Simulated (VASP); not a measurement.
Hf: electric field gradients with PBE

The system is Hf.

```xyz
1
Lattice="-1.7916 1.7916 1.8321 1.7916 -1.7916 1.8321 1.7916 1.7916 -1.8321" Properties=species:S:1:pos:R:3 pbc="T T T"
Hf    0.0000    0.0000    0.0000
```

```
Program                : VASP 6.6.1
Task                   : electric field gradients
Functional             : PBE
Potentials or basis    : VASP PAW PBE potentials, release 64 (Hf_pv)
Cutoff                 : 520 eV
k mesh                 : 16 × 16 × 16
Occupations            : fermi-dirac, width 0.08 eV
Spin                   : collinear spin, ferromagnetic start
Starting moments       : [-2.0] μB
Dipole correction      : no
Further INCAR settings : ALGO = Normal; EDIFF = 1e-08; NBANDS = 15
```

```yaml
Pressure: -5.1 GPa
Band_gap_on_the_k_mesh: zero (filled and empty bands overlap)
Net_moment: 0.00 μB per cell
Valence_electrons_inside_the_program's_atomic_spheres: Hf 8.24
```

Stress tensor (GPa, compression positive):
```
-5.44  0.00  0.00
 0.00 -5.44  0.00
 0.00  0.00 -4.44
```

Levels at points of the mesh, in eV from the Fermi level:
Spin up:
```
           k point  band 1  band 2  band 3  band 4  band 5  band 6  band 7  band 8  band 9  band 10
(0.00, 0.00, 0.00)  -30.04  -30.04  -30.04   -6.88    1.41    1.41    1.64    3.96    4.27    12.82
(0.50, 0.00, 0.00)  -30.73  -30.26  -30.04   -3.24   -0.33    0.84    3.80    4.85    7.14     9.47
(0.50, 0.50, 0.00)  -30.72  -30.27  -30.05   -3.20   -0.57    0.97    4.13    4.98    7.19     9.56
(0.50, 0.50, 0.50)  -30.54  -30.51  -30.51   -2.40   -2.34    6.35    6.42    6.42    6.50     7.01
```
Spin down:
```csv
k point,band 1,band 2,band 3,band 4,band 5,band 6,band 7,band 8,band 9,band 10
"(0.00, 0.00, 0.00)",-30.04,-30.04,-30.04,-6.88,1.41,1.41,1.64,3.96,4.27,12.82
"(0.50, 0.00, 0.00)",-30.73,-30.26,-30.04,-3.24,-0.33,0.84,3.80,4.85,7.14,9.47
"(0.50, 0.50, 0.00)",-30.72,-30.27,-30.05,-3.20,-0.57,0.97,4.13,4.98,7.19,9.56
"(0.50, 0.50, 0.50)",-30.54,-30.51,-30.51,-2.40,-2.34,6.35,6.42,6.42,6.50,7.01
```

Electric field gradients, principal values (V/Å²):
```
atom   least  middle  greatest (by size)
1 Hf  -0.607  -0.608               1.215
```

It took 2.8 min on 1 thread of AMD EPYC 9R14 (Zen 4) (shared host), peak memory 0.25 GiB.

Caveat: without QUAD_EFG the Cq values of the log hold for a quadrupole moment of 1 mb, not for the nuclei; spin-orbit coupling is left out, which moves the levels of the heavy elements.
